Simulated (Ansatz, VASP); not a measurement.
**P: VASP beside Ansatz**

```
CELL_PARAMETERS angstrom
3.31360 0.00000 0.00000
0.00000 4.37630 0.00000
0.00000 0.00000 28.06161
ATOMIC_POSITIONS crystal
P 0.00000 0.08056 0.36101
P 0.00000 0.91944 0.28510
P 0.50000 0.58056 0.28510
P 0.50000 0.41944 0.36101
```

Alike in both runs: functional PBE; dispersion D3(BJ); k mesh 12 × 9 × 1; occupations gaussian, width 0.02 eV; no spin polarisation.

Ansatz relaxed the structure, and its values are those at the end. VASP's run is a single point on that final structure, the one shown.

|  | VASP | Ansatz |
| --- | --- | --- |
| version | VASP 6.6.1 | Ansatz 0.2.0 |
| potentials or method | VASP PAW PBE potentials, release 64 (P) | scalar-relativistic, plane waves, PAW |
| plane-wave cutoff (eV) | 520 | 420 |
| valence electrons in the cell | 20 | 20 |

|  | VASP | Ansatz | Ansatz less VASP |
| --- | --- | --- | --- |
| gap on the k mesh at the Fermi level (eV) | 0.69 | 0.68 | -0.016 |
| least direct gap on the mesh (eV) | 0.69 | 0.68 | -0.016 |
| rms of the force components (eV/Å) | 0.032 | 0.002 | -0.0295 |

Ansatz's warnings: slab cell height set.
